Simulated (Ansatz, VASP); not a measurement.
**TiO2 in VASP and in Ansatz**

```xyz
6
Lattice="5.0016 0.0000 0.0000 0.0000 5.0016 0.0000 0.0000 0.0000 2.5543" Properties=species:S:1:pos:R:3 pbc="T T T"
Ti    0.0000    0.0000    0.0000
Ti    2.5008    2.5008    1.2772
O     1.5260    1.5260    0.0000
O     0.9748    4.0268    1.2772
O     3.4756    3.4756    0.0000
O     4.0268    0.9748    1.2772
```

Alike in both runs: task single point; functional PBE; k mesh 8 × 8 × 10; occupations gaussian, width 0.05 eV; no spin polarisation.

|  | VASP | Ansatz |
| --- | --- | --- |
| version | VASP 6.6.1 | Ansatz 0.2.0 |
| potentials or method | VASP PAW PBE potentials, release 64 (Ti_sv, O), cutoff 520 eV | scalar-relativistic, plane waves, PAW |
| valence electrons in the cell | 48 | 48 |

|  | VASP | Ansatz | Ansatz less VASP |
| --- | --- | --- | --- |
| gap on the k mesh at the Fermi level (eV) | 0.97 | 0.98 | +0.013 |
| least direct gap on the mesh (eV) | 0.99 | 1.00 | +0.008 |
| pressure (GPa) | 16.7 | 16.0 | -0.68 |
| traceless stress, the component that is largest in VASP (GPa) | 51.10 | 50.78 | -0.321 |
| rms of the force components (eV/Å) | 0.140 | 0.096 | -0.0441 |

Atom by atom the forces differ by 0.044 eV/Å (rms over components).
